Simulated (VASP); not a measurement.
Li2O, 36 atoms in the cell. The cell holds a slab with vacuum, 36 atoms: a = 6.399 Å, b = 6.399 Å, c = 26.965 Å, α = 90.00°, β = 90.00°, γ = 120.00°. 

* Program: VASP 6.6.1
* Task: single point
* Functional: PBE
* Dispersion: D3(BJ)
* Potentials or basis: VASP PAW PBE potentials, release 64 (Li_sv, O)
* Cutoff: 650 eV
* k mesh: 3 × 3 × 1
* Occupations: gaussian, width 0.05 eV
* Spin: no spin polarisation
* Dipole correction: yes
* Further INCAR settings: LREAL = Auto; ALGO = Normal; EDIFF = 1e-06; NBANDS = 96; NELMDL = -8

Potentials or basis: VASP PAW PBE potentials, release 64 (Li_sv, O).

The run is started by

```bash
$ cat potpaw_PBE.64/Li_sv/POTCAR potpaw_PBE.64/O/POTCAR > POTCAR
$ mpirun -np 1 vasp_std > vasp.out
```

Hardware: 1 thread of Intel(R) Xeon(R) 6975P-C (Granite Rapids), with other jobs on the host.

How long does it take, and how much memory?

Wall time 21 min on 1 thread of Intel(R) Xeon(R) 6975P-C (Granite Rapids) (shared host), peak memory 1.2 GiB. Counts: scf iterations 31, k points 5.
